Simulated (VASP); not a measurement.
Write the native input for VASP 6.6.1 that does the following.

```
Task                   : single point
Functional             : PBE
Dispersion             : D3(BJ)
Potentials or basis    : VASP PAW PBE potentials, release 64 (Sn_d, Se)
Cutoff                 : 520 eV
k mesh                 : 8 × 8 × 3
Occupations            : gaussian, width 0.05 eV
Spin                   : no spin polarisation
Dipole correction      : no
Further INCAR settings : ALGO = Normal; EDIFF = 1e-07; NBANDS = 35
```

The structure of SnSe2 lies in POSCAR:

```
SnSe2
1.0
   -3.8109987816      0.0000000000      0.0000000000
   -1.9054993908     -3.3004217586      0.0000000000
    0.0000000000      0.0000000000     15.2740000000
Sn Se
2 4
Direct
    0.0000000000      0.0000000000      0.6026908472
    0.0000000000      0.0000000000      0.2008969491
    0.3333333333      0.3333333333      0.7031393217
    0.3333333333      0.3333333333      0.3013454236
    0.6666666667      0.6666666667      0.1004484745
    0.6666666667      0.6666666667      0.5022423727
```

This cell differs from its parent crystal: the distance across one plane changed.

One way to write it, as run:

INCAR

```
SYSTEM = SnSe2
PREC = Accurate ; ENCUT = 520
EDIFF = 1E-7 ; ISMEAR = 0
SIGMA = 0.05 ; LREAL = .FALSE.
LASPH = .TRUE. ; NELM = 80
ALGO = Normal ; ISIF = 2
LWAVE = .FALSE. ; LCHARG = .TRUE.
GGA = PE ; IVDW = 12
LELF = .TRUE. ; LVHAR = .TRUE.
NBANDS = 35
```

KPOINTS

```
Automatic mesh
0
G
  8 8 3
  0 0 0
```

Potentials or basis: VASP PAW PBE potentials, release 64 (Sn_d, Se).

The run is started by

```bash
$ cat potpaw_PBE.64/Sn_d/POTCAR potpaw_PBE.64/Se/POTCAR > POTCAR
$ mpirun -np 1 vasp_std > vasp.out
```

Results of the run:

The pressure is 2.4 GPa, the largest force is 0.763 eV/Å and the band gap on the k mesh is 0.87 eV (least direct gap 1.14 eV). The dispersion energy per atom is -0.316 eV.

Caveat: the cell differs from its parent crystal (the distance across one plane changed); spin-orbit coupling is left out, which moves the levels of the heavy elements.

Run time: 6 min on 1 thread of Intel Xeon 8259CL, with other jobs on the host, peak memory 0.37 GiB.
